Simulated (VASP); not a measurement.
# Ru (Cmcm) in VASP: notebook

Runs on Ru. Level: PBEsol. Tasks: single point.

Everything below comes from runs of VASP 6.6.1. Logs are shortened: lines on timing, memory, paths and dates and some standing lists are left out, and cuts for length are marked.

### Step 1. The cell of the first run

It takes space group Cmcm (No. 63, orthorhombic). Conventional cell: a = 2.761 Å, b = 4.783 Å, c = 4.252 Å, α = 90.00°, β = 90.00°, γ = 90.00°. Ru (site symmetry m2m) has 12 Ru at 2.59 to 2.84 Å within 3.4 Å.

### Step 2. Single point, PBEsol (atoms displaced along a vibrational mode, the cell strained)

Contents of INCAR:

```
ALGO = Fast
EDIFF = 1E-6
ENCUT = 520
GGA = PS
ISIF = 2
ISMEAR = 0
LASPH = True
LCHARG = True
LELF = True
LREAL = False
LVHAR = True
LWAVE = False
NBANDS = 21
NELM = 80
PREC = Accurate
SIGMA = 0.15
```

Contents of KPOINTS:

```
k-points
0
Gamma
  18 18 10
```

Contents of POSCAR:

```
Ru
1.0
    2.7614993361      0.0000000000      0.0000000000
   -1.3807496681      2.3915285776      0.0000000000
    0.0000000000      0.0000000000      4.2523798378
Ru
2
Direct
    0.3032818421      0.6065636843      0.2500000000
    0.6967181579      0.3934363157      0.7500000000
```

Potentials or basis: VASP PAW PBE potentials, release 64 (Ru_pv).

Launch:

```sh
$ cat potpaw_PBE.64/Ru_pv/POTCAR > POTCAR
$ mpirun -np 1 vasp_std > vasp.out
```

OUTCAR:

```text
EDIFF = 1E-6
   ENCUT = 520
   GGA = PS
   ISIF = 2
   ISMEAR = 0
   LASPH = True
   LREAL = False
   NELM = 80
   PREC = Accurate

 ion  position               nearest neighbor table
   1  0.303  0.607  0.250-   2 2.59   2 2.59   2 2.59   2 2.59   2 2.84   2 2.84
   2  0.697  0.393  0.750-   1 2.59   1 2.59   1 2.59   1 2.59   1 2.84   1 2.84

  LATTYP: Found a hexagonal cell.
 ALAT       =     2.7614993361
 C/A-ratio  =     1.5398808112

  Lattice vectors:

 A1 = (   2.7614993361,   0.0000000000,   0.0000000000)
 A2 = (  -1.3807496681,   2.3915285776,   0.0000000000)
 A3 = (   0.0000000000,   0.0000000000,   4.2523798378)

Analysis of symmetry for initial positions (statically):
=====================================================================
 Subroutine PRICEL returns:
 Original cell was already a primitive cell.

 Routine SETGRP: Setting up the symmetry group for a
 hexagonal supercell.

 Subroutine GETGRP returns: Found  8 space group operations
 (whereof  4 operations were pure point group operations)
 out of a pool of 24 trial point group operations.

The static configuration has the point symmetry C_2h.
 The point group associated with its full space group is D_2h.

Analysis of symmetry for dynamics (positions and initial velocities):
=====================================================================
 Subroutine PRICEL returns:
 Original cell was already a primitive cell.

 Routine SETGRP: Setting up the symmetry group for a
 hexagonal supercell.

 Subroutine GETGRP returns: Found  8 space group operations
 (whereof  4 operations were pure point group operations)
 out of a pool of 24 trial point group operations.

The dynamic configuration has the point symmetry C_2h.
 The point group associated with its full space group is D_2h.

 Subroutine INISYM returns: Found  8 space group operations
 (whereof  4 operations are pure point group operations),
 and found     1 'primitive' translations

----------------------------------------------------------------------------------------

                                     Primitive cell

  volume of cell :      28.0836

  direct lattice vectors                    reciprocal lattice vectors
     2.761499336  0.000000000  0.000000000     0.362122122  0.209071305  0.000000000
    -1.380749668  2.391528578  0.000000000     0.000000000  0.418142609  0.000000000
     0.000000000  0.000000000  4.252379838     0.000000000  0.000000000  0.235162436

  length of vectors
     2.761499336  2.761499336  4.252379838     0.418142609  0.418142609  0.235162436

  position of ions in fractional coordinates (direct lattice)
     0.303281842  0.606563684  0.250000000
     0.696718158  0.393436316  0.750000000

  ion indices of the primitive-cell ions
   primitive index   ion index
                 1           1
                 2           2

----------------------------------------------------------------------------------------

 KPOINTS: k-points

Automatic generation of k-mesh.
 Grid dimensions read from file:
 generate k-points for:   18   18   10

 Generating k-lattice:

  Cartesian coordinates                     Fractional coordinates (reciprocal lattice)
     0.020117896  0.011615072  0.000000000     0.055555556  0.000000000  0.000000000
     0.000000000  0.023230145  0.000000000     0.000000000  0.055555556  0.000000000
     0.000000000  0.000000000  0.023516244     0.000000000  0.000000000  0.100000000

  Length of vectors
     0.023230145  0.023230145  0.023516244

  Shift w.r.t. Gamma in fractional coordinates (k-lattice)
     0.000000000  0.000000000  0.000000000

 Subroutine IBZKPT returns following result:
 ===========================================

 Found    546 irreducible k-points:

 Following reciprocal coordinates:
            Coordinates               Weight
  0.000000  0.000000  0.000000      1.000000
  0.055556 -0.000000  0.000000      4.000000
  0.000000  0.055556  0.000000      2.000000
  0.111111 -0.000000  0.000000      4.000000
  0.000000  0.111111  0.000000      2.000000
  0.166667  0.000000  0.000000      4.000000
[... 16 lines left out ...]
 -0.055556  0.166667  0.000000      4.000000
 -0.166667  0.111111  0.000000      4.000000
 [... further k-points ...]
   k-points           NKPTS =    546   k-points in BZ     NKDIM =    546   number of bands    NBANDS=     21
   number of dos      NEDOS =    301   number of ions     NIONS =      2
   total plane-waves  NPLWV =  18432
   dimension x,y,z NGX =    24 NGY =   24 NGZ =   32
   dimension x,y,z NGXF=    48 NGYF=   48 NGZF=   64
   ions per type =               2
   NGX,Y,Z   is equivalent  to a cutoff of  14.45, 14.45, 12.51 a.u.
   NGXF,Y,Z  is equivalent  to a cutoff of  28.90, 28.90, 25.02 a.u.
 SYSTEM =  unknown system
   PREC   = accura    normal or accurate (medium, high low for compatibility)
   ISTART =      0    job   : 0-new  1-cont  2-samecut
   ICHARG =      2    charge: 1-file 2-atom 10-const
   ISPIN  =      1    spin polarized calculation?
   LNONCOLLINEAR =      F non collinear calculations
   LSORBIT =      F    spin-orbit coupling
   LASPH  =      T    aspherical Exc in radial PAW
   ENCUT  =  520.0 eV  38.22 Ry    6.18 a.u.   5.13  5.13  7.91*2*pi/ulx,y,z
   NELM   =     80;   NELMIN=  2; NELMDL= -5     # of ELM steps
   EDIFF  = 0.1E-05   stopping-criterion for ELM
   LREAL  =      F    real-space projection
   EDIFFG = 0.1E-04   stopping-criterion for IOM
   NSW    =      0    number of steps for IOM
   IBRION =     -1    ionic relax: 0-MD 1-quasi-New 2-CG
   NFREE  =      0    steps in history (QN), initial steepest desc. (CG)
   ISIF   =      2    stress and relaxation
   ISYM   =      2    0-nonsym 1-usesym 2-fastsym
   POTIM  = 0.5000    time-step for ionic-motion
   TEBEG  =    0.0;   TEEND  =   0.0 temperature during run
   PSTRESS=    0.0 pullay stress
   NELECT =      28.0000    total number of electrons
   NUPDOWN=      -1.0000    fix difference up-down
   EMIN   =  10.00;   EMAX   =-10.00  energy-range for DOS
   EFERMI =   0.00;   METHOD = LEGACY
   ISMEAR =     0;   SIGMA  =   0.15  broadening in eV -4-tet -1-fermi 0-gaus
   EFERMI_NEDOS =   21; number of points for ismear=-14 and -15
   IALGO  =     68    algorithm
   IMIX   =      4    mixing-type and parameters
     AMIX     =   0.40;   BMIX     =  1.00
     AMIX_MAG =   1.60;   BMIX_MAG =  1.00
  volume/ion in A,a.u.               =      14.04        94.76
  Fermi-wavevector in a.u.,A,eV,Ry     =   1.635473  3.090595 36.392471  2.674771
  Thomas-Fermi vector in A             =   2.726940
   LORBIT       =      0    0 simple, 1 ext, 2 COOP (PROOUT), +10 PAW based schemes
   GGA     = PS    functional components
   LHFCALC =     F    Hartree Fock is set to
   AEXX    =    0.0000 exact exchange contribution
   IVDW    =     0    specifies the selected vdW correction
   LEPSILON=     F    determine dielectric tensor
   LRPA    =     F    only Hartree local field effects (RPA)
 non-spin polarized calculation
 RMM-DIIS sequential band-by-band and
 Gauss-broadening in eV      SIGMA  =   0.15
  energy-cutoff  :      520.00
  volume of cell :       28.08
 maximum number of plane-waves:       772
 NGX is ok and might be reduce to    24
   NGX = 11   NGY = 11   NGZ = 15

 number of electron      27.9999998 magnetization

 Free energy of the ion-electron system (eV)
  ---------------------------------------------------
  ext. energy  EPLUGINS =         0.00000000
  ---------------------------------------------------
  free energy    TOTEN  =       -19.96950987 eV

  energy without entropy =      -19.94699261  energy(sigma->0) =      -19.95825124

 E-fermi :  12.1746     XC(G=0): -14.0631

 val. band max:       12.1722289467   @ k =   0.1111   0.0556   0.3000
 cond. band min:      12.1784843494   @ k =   0.1667   0.0000   0.3000
 fundamental gap:      0.0062554027
 Fermi energy:        12.1745965595

 k-point     1 :       0.0000    0.0000    0.0000
  band No.  band energies     occupation
      1     -31.4432      2.00000
      2     -30.6360      2.00000
      3     -30.4464      2.00000
      4     -30.4115      2.00000
      5     -30.3396      2.00000
      6     -30.2790      2.00000
[... 13 lines left out ...]
     20      22.4809      0.00000
     21      26.5676      0.00000

 k-point     2 :       0.0556   -0.0000    0.0000
  band No.  band energies     occupation
      1     -31.4324      2.00000
      2     -30.6501      2.00000
      3     -30.4584      2.00000
      4     -30.4176      2.00000
      5     -30.3542      2.00000
      6     -30.2855      2.00000
[... 13 lines left out ...]
     20      22.4746      0.00000
     21      22.5619      0.00000

 k-point     3 :       0.0000    0.0556    0.0000
  band No.  band energies     occupation
      1     -31.4363      2.00000
      2     -30.6414      2.00000
      3     -30.4711      2.00000
      4     -30.4243      2.00000
      5     -30.3431      2.00000
      6     -30.2811      2.00000
[... 13 lines left out ...]
     20      22.4758      0.00000
     21      22.5634      0.00000

 k-point     4 :       0.1111   -0.0000    0.0000
  band No.  band energies     occupation
      1     -31.4007      2.00000
      2     -30.6918      2.00000
      3     -30.4889      2.00000
      4     -30.4525      2.00000
      5     -30.3814      2.00000
      6     -30.3049      2.00000
[... 13 lines left out ...]
     20      22.4745      0.00000
     21      22.5395      0.00000

 k-point     5 :       0.0000    0.1111    0.0000
  band No.  band energies     occupation
      1     -31.4165      2.00000
      2     -30.6565      2.00000
      3     -30.5379      2.00000
      4     -30.4653      2.00000
      5     -30.3532      2.00000
      6     -30.2872      2.00000
[... 13 lines left out ...]
     20      22.4745      0.00000
     21      22.5411      0.00000
[... 382 lines left out ...]
     20      22.4745      0.00000
     21      22.5448      0.00000

 k-point    22 :       0.1111    0.0556    0.0000
  band No.  band energies     occupation
      1     -31.3813      2.00000
      2     -30.7135      2.00000
      3     -30.5472      2.00000
      4     -30.4952      2.00000
      5     -30.3832      2.00000
      6     -30.3113      2.00000
[... 13 lines left out ...]
     20      22.4744      0.00000
     21      22.5261      0.00000

 k-point    23 :      -0.0556    0.1667    0.0000
  band No.  band energies     occupation
      1     -31.3934      2.00000
      2     -30.6840      2.00000
      3     -30.5854      2.00000
      4     -30.4988      2.00000
      5     -30.3696      2.00000
      6     -30.2979      2.00000
[... 13 lines left out ...]
     20      22.4744      0.00000
     21      22.5256      0.00000

 k-point    24 :      -0.1667    0.1111    0.0000
  band No.  band energies     occupation
      1     -31.3622      2.00000
      2     -30.7396      2.00000
      3     -30.5279      2.00000
      4     -30.4581      2.00000
      5     -30.4152      2.00000
      6     -30.3325      2.00000
[... 13 lines left out ...]
     20      22.4744      0.00000
     21      22.5234      0.00000

 [... further k-points ...]

------------------------ aborting loop because EDIFF is reached ----------------------------------------

  FORCE on cell =-STRESS in cart. coord.  units (eV):
  Direction    XX          YY          ZZ          XY          YZ          ZX
  --------------------------------------------------------------------------------------
  -------------------------------------------------------------------------------------
  Total       -2.2789325     -3.8216681     -0.2777320      0.0000000      0.0000000      0.0000000
  in kB     -130.0138076   -218.0273532    -15.8446978      0.0000000      0.0000000      0.0000000
  external PRESSURE =    -121.2952862 kB  Pullay stress =       0.0000000 kB

 VOLUME and BASIS-vectors are now :
 -----------------------------------------------------------------------------
  energy-cutoff  :      520.00
  volume of cell :       28.08
      direct lattice vectors                 reciprocal lattice vectors
     2.761499336  0.000000000  0.000000000     0.362122122  0.209071305  0.000000000
    -1.380749668  2.391528578  0.000000000     0.000000000  0.418142609  0.000000000
     0.000000000  0.000000000  4.252379838     0.000000000  0.000000000  0.235162436

 POSITION                                       TOTAL-FORCE (eV/Angst)
 -----------------------------------------------------------------------------------
     -0.00000      1.45061      1.06309        -0.000000      2.037533      0.000000
      1.38075      0.94091      3.18928         0.000000     -2.037533      0.000000
 -----------------------------------------------------------------------------------
    total drift:                               -0.000000      0.000000     -0.000000

  FREE ENERGIE OF THE ION-ELECTRON SYSTEM (eV)
  ---------------------------------------------------
  free  energy   TOTEN  =       -19.9695098669 eV

  energy  without entropy=      -19.9469926114  energy(sigma->0) =      -19.95825124
```

Wall time 9.6 min (1 thread of AMD EPYC 7R43 (Zen 3), shared host); peak memory 0.29 GiB.

What came out:

| Property | Result |
| --- | --- |
| Free energy | -19.9695 eV |
| Pressure | -12.1 GPa |
| Largest force | 2.038 eV/Å |
| Band gap on the k mesh | zero (bands 14 and 15 overlap by 2.65 eV) |

Forces in eV/Å, atoms in the order of the input:
```
Ru   0.000  2.038  0.000
Ru   0.000 -2.038  0.000
```

Stress tensor (GPa, compression positive):
```
-13.00   0.00   0.00
  0.00 -21.80   0.00
  0.00   0.00  -1.58
```

Caveat: the cell differs from its parent crystal (atoms displaced along a vibrational mode, the cell strained); the stress differs along the axes, from -22 to -2 GPa; the PAW data sets were made with another functional, which shifts forces and pressure a little.

### Step 3. Single point, PBEsol (atoms displaced along a vibrational mode, the cell strained)

Contents of INCAR:

```
PREC     = Accurate       # precision mode
ENCUT    = 520            # plane-wave cutoff, eV
EDIFF    = 1E-7           # SCF threshold, eV
ISMEAR   = 0              # smearing method
SIGMA    = 0.15           # smearing width, eV
LREAL    = F              # projectors in reciprocal space
LASPH    = T              # aspherical terms in the spheres
NELM     = 80             # most SCF steps
ALGO     = Fast           # electronic algorithm
ISIF     = 2              # what is computed and relaxed
LWAVE    = F              # write WAVECAR
LCHARG   = T              # write CHGCAR
GGA      = PS             # functional
LELF     = T              # ELF
LVHAR    = T            
NBANDS   = 21             # bands
```

Contents of KPOINTS:

```
Automatic mesh
0
Gamma
  18 18 10
```

Contents of POSCAR:

```
Ru
1.0
    2.7614993361      0.0000000000      0.0000000000
   -1.3807496681      2.3915285776      0.0000000000
    0.0000000000      0.0000000000      4.2523798378
Ru
2
Direct
    0.3633848245      0.7267696491      0.2500000000
    0.6366151755      0.2732303509      0.7500000000
```

Potentials or basis: VASP PAW PBE potentials, release 64 (Ru_pv).

Launch:

```sh
$ cat potpaw_PBE.64/Ru_pv/POTCAR > POTCAR
$ mpirun -np 1 vasp_std > vasp.out
```

OUTCAR:

```text
PREC = Accurate
   ENCUT = 520
   EDIFF = 1E-7
   ISMEAR = 0
   LREAL = F
   LASPH = T
   NELM = 80
   ISIF = 2
   GGA = PS

 ion  position               nearest neighbor table
   1  0.363  0.727  0.250-   2 2.50   2 2.50   2 2.76   2 2.76   2 2.76   2 2.76
   2  0.637  0.273  0.750-   1 2.50   1 2.50   1 2.76   1 2.76   1 2.76   1 2.76

  LATTYP: Found a hexagonal cell.
 ALAT       =     2.7614993361
 C/A-ratio  =     1.5398808112

  Lattice vectors:

 A1 = (   2.7614993361,   0.0000000000,   0.0000000000)
 A2 = (  -1.3807496681,   2.3915285776,   0.0000000000)
 A3 = (   0.0000000000,   0.0000000000,   4.2523798378)

Analysis of symmetry for initial positions (statically):
=====================================================================
 Subroutine PRICEL returns:
 Original cell was already a primitive cell.

 Routine SETGRP: Setting up the symmetry group for a
 hexagonal supercell.

 Subroutine GETGRP returns: Found  8 space group operations
 (whereof  4 operations were pure point group operations)
[... 162 lines left out ...]
  ext. energy  EPLUGINS =         0.00000000
  ---------------------------------------------------
  free energy    TOTEN  =       -20.00819365 eV

  energy without entropy =      -19.98709809  energy(sigma->0) =      -19.99764587

 E-fermi :  12.1679     XC(G=0): -14.0601

 val. band max:       12.1673617390   @ k =  -0.1111   0.2778   0.3000
 cond. band min:      12.1685693411   @ k =  -0.1111  -0.4444   0.5000
 fundamental gap:      0.0012076021
 Fermi energy:        12.1679448177

 k-point     1 :       0.0000    0.0000    0.0000
  band No.  band energies     occupation
      1     -31.4812      2.00000
      2     -30.6299      2.00000
      3     -30.4361      2.00000
      4     -30.3952      2.00000
      5     -30.3596      2.00000
      6     -30.2658      2.00000
[... 565 lines left out ...]
     20      22.4740      0.00000
     21      22.5302      0.00000

 [... further k-points ...]

------------------------ aborting loop because EDIFF is reached ----------------------------------------

  FORCE on cell =-STRESS in cart. coord.  units (eV):
  Direction    XX          YY          ZZ          XY          YZ          ZX
  --------------------------------------------------------------------------------------
  -------------------------------------------------------------------------------------
  Total       -3.5238118     -2.3071996     -0.2516858      0.0000000      0.0000000      0.0000000
  in kB     -201.0345563   -131.6264536    -14.3587559      0.0000000      0.0000000      0.0000000
  external PRESSURE =    -115.6732553 kB  Pullay stress =       0.0000000 kB

 VOLUME and BASIS-vectors are now :
 -----------------------------------------------------------------------------
  energy-cutoff  :      520.00
  volume of cell :       28.08
      direct lattice vectors                 reciprocal lattice vectors
     2.761499336  0.000000000  0.000000000     0.362122122  0.209071305  0.000000000
    -1.380749668  2.391528578  0.000000000     0.000000000  0.418142609  0.000000000
     0.000000000  0.000000000  4.252379838     0.000000000  0.000000000  0.235162436

 POSITION                                       TOTAL-FORCE (eV/Angst)
 -----------------------------------------------------------------------------------
     -0.00000      1.73809      1.06309         0.000000     -1.651223     -0.000000
      1.38075      0.65344      3.18928        -0.000000      1.651223      0.000000
 -----------------------------------------------------------------------------------
    total drift:                                0.000000     -0.000000      0.000000

  FREE ENERGIE OF THE ION-ELECTRON SYSTEM (eV)
  ---------------------------------------------------
  free  energy   TOTEN  =       -20.0081936504 eV

  energy  without entropy=      -19.9870980855  energy(sigma->0) =      -19.99764587
```

stdout:

```text
POSCAR found type information on POSCAR Ru
 POSCAR found :  1 types and       2 ions
 scaLAPACK will be used
 -----------------------------------------------------------------------------
|                                                                             |
|                                                                             |
|     You enforced a specific xc type in the INCAR file but a different       |
|     I HOPE YOU KNOW WHAT YOU ARE DOING!                                     |
|                                                                             |
 -----------------------------------------------------------------------------

 LDA part: xc-table for (Slater+PW92), standard interpolation
 POSCAR, INCAR and KPOINTS ok, starting setup
 FFT: planning ... GRIDC
 FFT: planning ... GRID_SOFT
 FFT: planning ... GRID
 WAVECAR not read
 entering main loop
WARNING in EDDRMM: call to ZHEGV failed, returncode =   8  4     20
```

Run time: 11 min. Hardware: 1 thread of AMD EPYC 7R43 (Zen 3), shared host; peak memory 0.3 GiB.

Results:

```yaml
Free_energy: -20.0082 eV
Pressure: -11.6 GPa
Largest_force: 1.651 eV/Å
Band_gap_on_the_k_mesh: zero (bands 14 and 15 overlap by 2.65 eV)
```

Forces on the atoms (eV/Å):
```
Ru   0.000 -1.651  0.000
Ru   0.000  1.651  0.000
```

Caveat: the cell differs from its parent crystal (atoms displaced along a vibrational mode, the cell strained); the stress differs along the axes, from -20 to -1 GPa; the PAW data sets were made with another functional, which shifts forces and pressure a little.

(Continued in part 2 of 2.)
